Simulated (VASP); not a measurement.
Wanted: the native input for a VASP 6.6.1 run.

* Task: single point
* Functional: r2SCAN
* Potentials or basis: VASP PAW PBE potentials, release 64 (Cu)
* Cutoff: 660 eV
* k mesh: 15 × 15 × 15
* Occupations: fermi-dirac, width 0.0586 eV
* Spin: no spin polarisation
* Dipole correction: no
* Further INCAR settings: ALGO = Normal; EDIFF = 1e-06; NBANDS = 12

Crystal: Cu.

```
CELL_PARAMETERS angstrom
0.00000 1.88835 1.88835
1.88835 0.00000 1.88835
1.88835 1.88835 0.00000
ATOMIC_POSITIONS crystal
Cu 0.00000 0.00000 0.00000
```

The input as run:

POSCAR

```
Cu
1.0
    0.0000000000      1.8883500000      1.8883500000
    1.8883500000      0.0000000000      1.8883500000
    1.8883500000      1.8883500000      0.0000000000
Cu
1
Direct
    0.0000000000      0.0000000000      0.0000000000
```

INCAR.step1

```
SYSTEM = Cu
PREC = Accurate
ENCUT = 660
ISMEAR = -1
SIGMA = 0.0586
LREAL = .FALSE.
LASPH = .TRUE.
NELM = 120
NBANDS = 12
GGA = PE
ALGO = Normal
EDIFF = 1E-5
LWAVE = .TRUE.
LCHARG = .FALSE.
GGA_COMPAT = .FALSE.
```

INCAR.step2

```
SYSTEM = Cu
PREC = Accurate
ENCUT = 660
EDIFF = 1E-6
ISMEAR = -1
SIGMA = 0.0586
LREAL = .FALSE.
LASPH = .TRUE.
NELM = 120
ALGO = Normal
ISIF = 2
LWAVE = .FALSE.
LCHARG = .FALSE.
METAGGA = R2SCAN
LMIXTAU = .TRUE.
NBANDS = 12
ISTART = 1
GGA_COMPAT = .FALSE.
```

KPOINTS

```
Automatic mesh
0
G
  15 15 15
  0 0 0
```

Potentials or basis: VASP PAW PBE potentials, release 64 (Cu).

Run with:

```console
$ cat potpaw_PBE.64/Cu/POTCAR > POTCAR
$ cp INCAR.step1 INCAR
$ mpirun -np 1 vasp_std > vasp.out
$ cp INCAR.step2 INCAR
$ mpirun -np 1 vasp_std > vasp.out
```

It gave:

```
Pressure               : -17.4 GPa
Band gap on the k mesh : zero (an odd number of electrons rules out a gap without spin polarisation)
```

Caveat: the cell stands under tension; the PAW data sets were made with another functional, which shifts forces and pressure a little.

Wall time 29 s on 1 thread of Intel(R) Xeon(R) 6975P-C (Granite Rapids) (shared host), peak memory 0.16 GiB.
